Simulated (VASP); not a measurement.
# YTi2Pb4 (I4/mmm) in VASP: single point with PBE

Aim: the single point of YTi2Pb4 with PBE.

Everything below comes from runs of VASP 6.6.1. Logs are shortened: lines on timing, memory, paths and dates and some standing lists are left out, and cuts for length are marked.

## 1. The cell of the first run

Symmetry: I4/mmm, No. 139, tetragonal system. Conventional cell: a = 7.586 Å, b = 7.586 Å, c = 6.198 Å, α = 90.00°, β = 90.00°, γ = 90.00°. Y (site symmetry 4/mmm) has 12 Pb at 3.25 to 3.75 Å and 8 Ti at 4.10 Å within 4.3 Å. Within 3.9 Å of Pb (site symmetry m2m) lie 4 Pb at 2.99 to 3.30 Å and 4 Ti at 3.15 Å and 3 Y at 3.25 to 3.75 Å. Within 4.1 Å of Ti (site symmetry -4m2) lie 2 Ti at 3.10 Å and 8 Pb at 3.15 Å and 4 Y at 4.10 Å.

## 2. Single point, PBE

INCAR

```
PREC = Accurate
ENCUT = 520
EDIFF = 1E-6
ISMEAR = -1
SIGMA = 0.1
LREAL = F
LASPH = T
NELM = 100
ALGO = Normal
ISIF = 2
LWAVE = F
LCHARG = T
GGA = PE
LELF = T
LVHAR = T
NBANDS = 54
```

KPOINTS

```
regular mesh
0
Gamma
  7 7 7
```

POSCAR

```
YTi2Pb4
1.0
   -3.7929660000      3.7929660000      3.0990200000
    3.7929660000     -3.7929660000      3.0990200000
    3.7929660000      3.7929660000     -3.0990200000
Y Pb Ti
1 4 2
Direct
    0.0000000000      0.0000000000      0.0000000000
    0.3030000000      0.3030000000      0.6060000000
    0.3030000000      0.6970000000      0.0000000000
    0.6970000000      0.6970000000      0.3940000000
    0.6970000000      0.3030000000      0.0000000000
    0.7500000000      0.2500000000      0.5000000000
    0.2500000000      0.7500000000      0.5000000000
```

Potentials or basis: VASP PAW PBE potentials, release 64 (Y_sv, Pb_d, Ti_sv).

Command:

```
cat potpaw_PBE.64/Y_sv/POTCAR potpaw_PBE.64/Pb_d/POTCAR potpaw_PBE.64/Ti_sv/POTCAR > POTCAR
mpirun -np 1 vasp_std > vasp.out
```

OUTCAR:

```text
PREC = Accurate
   ENCUT = 520
   EDIFF = 1E-6
   ISMEAR = -1
   LREAL = F
   LASPH = T
   NELM = 100
   ISIF = 2
   GGA = PE

 ion  position               nearest neighbor table
   1  0.000  0.000  0.000-   3 3.25   5 3.25   2 3.25   4 3.25   2 3.75   4 3.75   4 3.75   2 3.75
                             3 3.75   5 3.75   3 3.75   5 3.75
   2  0.303  0.303  0.606-   3 2.99   5 2.99   7 3.15   6 3.15   6 3.15   7 3.15   1 3.25   4 3.30
                             4 3.30   1 3.75   1 3.75
   3  0.303  0.697  0.000-   2 2.99   4 2.99   6 3.15   7 3.15   7 3.15   6 3.15   1 3.25   5 3.30
                             5 3.30   1 3.75   1 3.75
   4  0.697  0.697  0.394-   3 2.99   5 2.99   7 3.15   6 3.15   6 3.15   7 3.15   1 3.25   2 3.30
                             2 3.30   1 3.75   1 3.75
   5  0.697  0.303  0.000-   2 2.99   4 2.99   7 3.15   6 3.15   6 3.15   7 3.15   1 3.25   3 3.30
                             3 3.30   1 3.75   1 3.75
   6  0.750  0.250  0.500-   2 3.15   4 3.15   5 3.15   5 3.15   3 3.15   3 3.15   2 3.15   4 3.15

   7  0.250  0.750  0.500-   2 3.15   4 3.15   3 3.15   3 3.15   5 3.15   5 3.15   4 3.15   2 3.15

  LATTYP: Found a body centered tetragonal cell.
 ALAT       =     7.5859320000
 C/A-ratio  =     0.8170439703

  Lattice vectors:

 A1 = (  -3.7929660000,   3.7929660000,   3.0990200000)
 A2 = (   3.7929660000,  -3.7929660000,   3.0990200000)
 A3 = (   3.7929660000,   3.7929660000,  -3.0990200000)

Analysis of symmetry for initial positions (statically):
=====================================================================
 Subroutine PRICEL returns:
 Original cell was already a primitive cell.

 Routine SETGRP: Setting up the symmetry group for a
 body centered tetragonal supercell.

 Subroutine GETGRP returns: Found 16 space group operations
 (whereof 16 operations were pure point group operations)
 out of a pool of 16 trial point group operations.

The static configuration has the point symmetry D_4h.

Analysis of symmetry for dynamics (positions and initial velocities):
=====================================================================
 Subroutine PRICEL returns:
 Original cell was already a primitive cell.

 Routine SETGRP: Setting up the symmetry group for a
 body centered tetragonal supercell.

 Subroutine GETGRP returns: Found 16 space group operations
 (whereof 16 operations were pure point group operations)
 out of a pool of 16 trial point group operations.

The dynamic configuration has the point symmetry D_4h.

 Subroutine INISYM returns: Found 16 space group operations
 (whereof 16 operations are pure point group operations),
 and found     1 'primitive' translations

----------------------------------------------------------------------------------------

                                     Primitive cell

  volume of cell :     178.3373

  direct lattice vectors                    reciprocal lattice vectors
    -3.792966000  3.792966000  3.099020000     0.000000000  0.131822959  0.161341327
     3.792966000 -3.792966000  3.099020000     0.131822959  0.000000000  0.161341327
     3.792966000  3.792966000 -3.099020000     0.131822959  0.131822959  0.000000000

  length of vectors
     6.194925917  6.194925917  6.194925917     0.208346625  0.208346625  0.186425816

  position of ions in fractional coordinates (direct lattice)
     0.000000000  0.000000000  0.000000000
     0.303000000  0.303000000  0.606000000
     0.303000000  0.697000000  0.000000000
     0.697000000  0.697000000  0.394000000
     0.697000000  0.303000000  0.000000000
     0.750000000  0.250000000  0.500000000
     0.250000000  0.750000000  0.500000000

  ion indices of the primitive-cell ions
   primitive index   ion index
                 1           1
                 2           2
                 3           3
                 4           4
                 5           5
                 6           6
                 7           7

----------------------------------------------------------------------------------------

 KPOINTS: regular mesh

Automatic generation of k-mesh.
 Grid dimensions read from file:
 generate k-points for:    7    7    7

 Generating k-lattice:

  Cartesian coordinates                     Fractional coordinates (reciprocal lattice)
     0.000000000  0.018831851  0.023048761     0.142857143 -0.000000000  0.000000000
     0.018831851  0.000000000  0.023048761    -0.000000000  0.142857143  0.000000000
     0.018831851  0.018831851  0.000000000     0.000000000  0.000000000  0.142857143

  Length of vectors
     0.029763804  0.029763804  0.026632259

  Shift w.r.t. Gamma in fractional coordinates (k-lattice)
     0.000000000  0.000000000  0.000000000

 Subroutine IBZKPT returns following result:
 ===========================================

 Found     40 irreducible k-points:

 Following reciprocal coordinates:
            Coordinates               Weight
  0.000000  0.000000  0.000000      1.000000
  0.142857  0.000000 -0.000000      8.000000
  0.285714  0.000000  0.000000      8.000000
  0.428571  0.000000  0.000000      8.000000
  0.142857  0.142857 -0.000000      8.000000
  0.285714  0.142857 -0.000000     16.000000
[... 16 lines left out ...]
 -0.142857  0.285714  0.142857      8.000000
 -0.428571  0.428571  0.142857      8.000000
 [... further k-points ...]
   k-points           NKPTS =     40   k-points in BZ     NKDIM =     40   number of bands    NBANDS=     54
   number of dos      NEDOS =    301   number of ions     NIONS =      7
   total plane-waves  NPLWV = 110592
   dimension x,y,z NGX =    48 NGY =   48 NGZ =   48
   dimension x,y,z NGXF=    96 NGYF=   96 NGZF=   96
   ions per type =               1   4   2
   NGX,Y,Z   is equivalent  to a cutoff of  12.88, 12.88, 12.88 a.u.
   NGXF,Y,Z  is equivalent  to a cutoff of  25.76, 25.76, 25.76 a.u.
 SYSTEM =  unknown system
   PREC   = accura    normal or accurate (medium, high low for compatibility)
   ISTART =      0    job   : 0-new  1-cont  2-samecut
   ICHARG =      2    charge: 1-file 2-atom 10-const
   ISPIN  =      1    spin polarized calculation?
   LNONCOLLINEAR =      F non collinear calculations
   LSORBIT =      F    spin-orbit coupling
   LASPH  =      T    aspherical Exc in radial PAW
   ENCUT  =  520.0 eV  38.22 Ry    6.18 a.u.  11.52 11.52 11.52*2*pi/ulx,y,z
   NELM   =    100;   NELMIN=  2; NELMDL= -5     # of ELM steps
   EDIFF  = 0.1E-05   stopping-criterion for ELM
   LREAL  =      F    real-space projection
   EDIFFG = 0.1E-04   stopping-criterion for IOM
   NSW    =      0    number of steps for IOM
   IBRION =     -1    ionic relax: 0-MD 1-quasi-New 2-CG
   NFREE  =      0    steps in history (QN), initial steepest desc. (CG)
   ISIF   =      2    stress and relaxation
   ISYM   =      2    0-nonsym 1-usesym 2-fastsym
   POTIM  = 0.5000    time-step for ionic-motion
   TEBEG  =    0.0;   TEEND  =   0.0 temperature during run
   PSTRESS=    0.0 pullay stress
   NELECT =      91.0000    total number of electrons
   NUPDOWN=      -1.0000    fix difference up-down
   EMIN   =  10.00;   EMAX   =-10.00  energy-range for DOS
   EFERMI =   0.00;   METHOD = LEGACY
   ISMEAR =    -1;   SIGMA  =   0.10  broadening in eV -4-tet -1-fermi 0-gaus
   EFERMI_NEDOS =   21; number of points for ismear=-14 and -15
   IALGO  =     38    algorithm
   IMIX   =      4    mixing-type and parameters
     AMIX     =   0.40;   BMIX     =  1.00
     AMIX_MAG =   1.60;   BMIX_MAG =  1.00
  volume/ion in A,a.u.               =      25.48       171.93
  Fermi-wavevector in a.u.,A,eV,Ry     =   1.308201  2.472142 23.284879  1.711390
  Thomas-Fermi vector in A             =   2.438884
   LORBIT       =      0    0 simple, 1 ext, 2 COOP (PROOUT), +10 PAW based schemes
   GGA     = PE    functional components
   LHFCALC =     F    Hartree Fock is set to
   AEXX    =    0.0000 exact exchange contribution
   IVDW    =     0    specifies the selected vdW correction
   LEPSILON=     F    determine dielectric tensor
   LRPA    =     F    only Hartree local field effects (RPA)
 non-spin polarized calculation
  energy-cutoff  :      520.00
  volume of cell :      178.34
 maximum number of plane-waves:      4827
 NGX is ok and might be reduce to    48
   NGX = 23   NGY = 23   NGZ = 23

 number of electron      90.9999993 magnetization

 Free energy of the ion-electron system (eV)
  ---------------------------------------------------
  ext. energy  EPLUGINS =         0.00000000
  ---------------------------------------------------
  free energy    TOTEN  =       -36.05099463 eV

  energy without entropy =      -35.87817043  energy(sigma->0) =      -35.96458253

 E-fermi :   7.5674     XC(G=0): -10.5809

 val. band max:        7.5495852542   @ k =  -0.2857  -0.2857   0.1429
 cond. band min:       7.5738890439   @ k =   0.2857   0.1429  -0.0000
 fundamental gap:      0.0243037897
 Fermi energy:         7.5673769865

 k-point     1 :       0.0000    0.0000    0.0000
  band No.  band energies     occupation
      1     -49.7691      2.00000
      2     -49.7509      2.00000
      3     -36.0104      2.00000
      4     -26.0989      2.00000
      5     -26.0989      2.00000
      6     -26.0787      2.00000
[... 46 lines left out ...]
     53       9.3911      0.00000
     54       9.5777      0.00000

 k-point     2 :       0.1429    0.0000   -0.0000
  band No.  band energies     occupation
      1     -49.7682      2.00000
      2     -49.7518      2.00000
      3     -36.0104      2.00000
      4     -26.0980      2.00000
      5     -26.0980      2.00000
      6     -26.0798      2.00000
[... 46 lines left out ...]
     53       9.0505      0.00000
     54       9.4620      0.00000

 k-point     3 :       0.2857    0.0000    0.0000
  band No.  band energies     occupation
      1     -49.7657      2.00000
      2     -49.7543      2.00000
      3     -36.0104      2.00000
      4     -26.0953      2.00000
      5     -26.0953      2.00000
      6     -26.0827      2.00000
[... 46 lines left out ...]
     53       8.9068      0.00000
     54       9.2061      0.00000
[... 1084 lines left out ...]
 k-point    23 :      -0.1429    0.2857    0.1429
  band No.  band energies     occupation
      1     -49.7682      2.00000
      2     -49.7518      2.00000
      3     -36.0104      2.00000
      4     -26.0983      2.00000
      5     -26.0983      2.00000
      6     -26.0799      2.00000
[... 46 lines left out ...]
     53       9.2462      0.00000
     54       9.3378      0.00000

 k-point    24 :      -0.4286    0.4286    0.1429
  band No.  band energies     occupation
      1     -49.7691      2.00000
      2     -49.7509      2.00000
      3     -36.0104      2.00000
      4     -26.1000      2.00000
      5     -26.0990      2.00000
      6     -26.0790      2.00000
[... 46 lines left out ...]
     53       9.1513      0.00000
     54       9.4205      0.00000

 [... further k-points ...]

------------------------ aborting loop because EDIFF is reached ----------------------------------------

  FORCE on cell =-STRESS in cart. coord.  units (eV):
  Direction    XX          YY          ZZ          XY          YZ          ZX
  --------------------------------------------------------------------------------------
  -------------------------------------------------------------------------------------
  Total        0.9627760      0.9627760     -3.5845566      0.0000000      0.0000000      0.0000000
  in kB        8.6495509      8.6495509    -32.2035502      0.0000000      0.0000000      0.0000000
  external PRESSURE =      -4.9681495 kB  Pullay stress =       0.0000000 kB

 VOLUME and BASIS-vectors are now :
 -----------------------------------------------------------------------------
  energy-cutoff  :      520.00
  volume of cell :      178.34
      direct lattice vectors                 reciprocal lattice vectors
    -3.792966000  3.792966000  3.099020000     0.000000000  0.131822959  0.161341327
     3.792966000 -3.792966000  3.099020000     0.131822959  0.000000000  0.161341327
     3.792966000  3.792966000 -3.099020000     0.131822959  0.131822959  0.000000000

 POSITION                                       TOTAL-FORCE (eV/Angst)
 -----------------------------------------------------------------------------------
      0.00000      0.00000      0.00000         0.000000      0.000000     -0.000000
      2.29854      2.29854     -0.00000        -0.811155     -0.811155     -0.000000
      1.49443     -1.49443      3.09902         0.811155     -0.811155     -0.000000
      1.49443      1.49443      3.09902         0.811155      0.811155      0.000000
     -1.49443      1.49443      3.09902        -0.811155      0.811155     -0.000000
      0.00000      3.79297      1.54951         0.000000      0.000000     -0.000000
      3.79297      0.00000      1.54951         0.000000      0.000000     -0.000000
 -----------------------------------------------------------------------------------
    total drift:                                0.000000      0.000000     -0.000000

  FREE ENERGIE OF THE ION-ELECTRON SYSTEM (eV)
  ---------------------------------------------------
  free  energy   TOTEN  =       -36.0509946321 eV

  energy  without entropy=      -35.8781704331  energy(sigma->0) =      -35.96458253
```

Wall time 25 min (1 thread of Intel Xeon 8259CL, shared host); peak memory 0.56 GiB.

Results:

```
Free energy            : -36.0510 eV
Pressure               : -0.5 GPa
Largest force          : 1.147 eV/Å
Band gap on the k mesh : zero (an odd number of electrons rules out a gap without spin polarisation)
```

Forces in eV/Å, atoms in the order of the input:
```
Y    0.000  0.000  0.000
Pb  -0.811 -0.811  0.000
Pb   0.811 -0.811  0.000
Pb   0.811  0.811  0.000
Pb  -0.811  0.811  0.000
Ti   0.000  0.000  0.000
Ti   0.000  0.000  0.000
```

Levels at points of the mesh, in eV from the Fermi level:
| k point | band 42 | band 43 | band 44 | band 45 | band 46 | band 47 | band 48 | band 49 |
| --- | --- | --- | --- | --- | --- | --- | --- | --- |
| (0.00, 0.00, 0.00) | -2.54 | -0.90 | -0.73 | -0.49 | 0.35 | 0.45 | 0.45 | 0.58 |

Caveat: spin-orbit coupling is left out, which moves the levels of the heavy elements; forces of over 1 eV/Å act on the atoms, so gaps and moduli don't describe the material at rest.

The gap in the log of VASP goes by the Fermi energy; the results here count the filled bands.